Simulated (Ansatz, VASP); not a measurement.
**One calculation of Si7Ge, two programs**

File POSCAR:

```
Si7Ge
1.0
    5.6046676412      0.0000000000      0.0000000000
    0.0000000000      5.6046676412      0.0000000000
    0.0000000000      0.0000000000      5.7413668519
Si Ge
7 1
Direct
    0.2524307582      0.2524307582      0.2524307582
    0.0000000000      0.5000000000      0.5000000000
    0.5000000000      0.5000000000      0.0000000000
    0.5000000000      0.0000000000      0.5000000000
    0.7475692418      0.2524307582      0.7475692418
    0.7475692418      0.7475692418      0.2524307582
    0.2524307582      0.7475692418      0.7475692418
    0.0000000000      0.0000000000      0.0000000000
```

INCAR.step1

```
SYSTEM = Si7Ge
  PREC = Accurate
  ENCUT = 520
  ISMEAR = 0
  SIGMA = 0.05
  LREAL = .FALSE.
  LASPH = .TRUE.
  NELM = 80
  NBANDS = 31
  GGA = PE
  ALGO = Normal
  EDIFF = 1E-4
  LWAVE = .TRUE.
  LCHARG = .FALSE.
```

Contents of INCAR.step2:

```
SYSTEM = Si7Ge
  PREC = Accurate
  ENCUT = 520
  EDIFF = 1E-6
  ISMEAR = 0
  SIGMA = 0.05
  LREAL = .FALSE.
  LASPH = .TRUE.
  NELM = 80
  ALGO = Normal
  ISIF = 2
  LWAVE = .FALSE.
  LCHARG = .FALSE.
  METAGGA = R2SCAN
  LMIXTAU = .TRUE.
  NBANDS = 31
  ISTART = 1
```

KPOINTS

```
Automatic mesh
0
G
  6 6 6
  0 0 0
```

Input for Ansatz:

```yaml
crystal:
  lattice:
    - [5.6046676412, 0.0, 0.0]
    - [0.0, 5.6046676412, 0.0]
    - [0.0, 0.0, 5.7413668519]
  atoms:
    - { symbol: Si, position: [0.2524307582, 0.2524307582, 0.2524307582] }
    - { symbol: Si, position: [0.0, 0.5, 0.5] }
    - { symbol: Si, position: [0.5, 0.5, 0.0] }
    - { symbol: Si, position: [0.5, 0.0, 0.5] }
    - { symbol: Si, position: [0.7475692418, 0.2524307582, 0.7475692418] }
    - { symbol: Si, position: [0.7475692418, 0.7475692418, 0.2524307582] }
    - { symbol: Si, position: [0.2524307582, 0.7475692418, 0.7475692418] }
    - { symbol: Ge, position: [0.0, 0.0, 0.0] }
basis:
  ecutwfc: 500
kpoints:
  mp_grid: { grid: [6, 6, 6] }
hamiltonian:
  xc: r2scan
scf:
  occupations: { method: gaussian, width: 0.05 }
output:
  forces: true
  stress: true
  eigenvalues: true
```

Change from the starting cell: strain +0.025 along x and y, +0.050 along z, atoms carried along.

Alike in both runs: task single point; functional r2SCAN; k mesh 6 × 6 × 6; occupations gaussian, width 0.05 eV; no spin polarisation.

```csv
,VASP,Ansatz
version,VASP 6.6.1,Ansatz 0.2.0
potentials or method,"VASP PAW PBE potentials, release 64 (Si, Ge_d), cutoff 520 eV","scalar-relativistic, plane waves, PAW"
valence electrons in the cell,42,42
```

```tsv
	VASP	Ansatz	Ansatz less VASP
gap on the k mesh at the Fermi level (eV)	0.69	0.68	-0.009
least direct gap on the mesh (eV)	0.69	0.68	-0.009
pressure (GPa)	-7.6	-7.4	+0.16
traceless stress, the component that is largest in VASP (GPa)	-1.66	-1.65	+0.012
rms of the force components (eV/Å)	0.011	0.006	-0.0050
```

VASP's potentials were made for PBE, not for r2SCAN. Atom by atom the forces differ by 0.005 eV/Å (rms over components). The functional is the same, so the differences come from potentials, cutoffs and numerics.
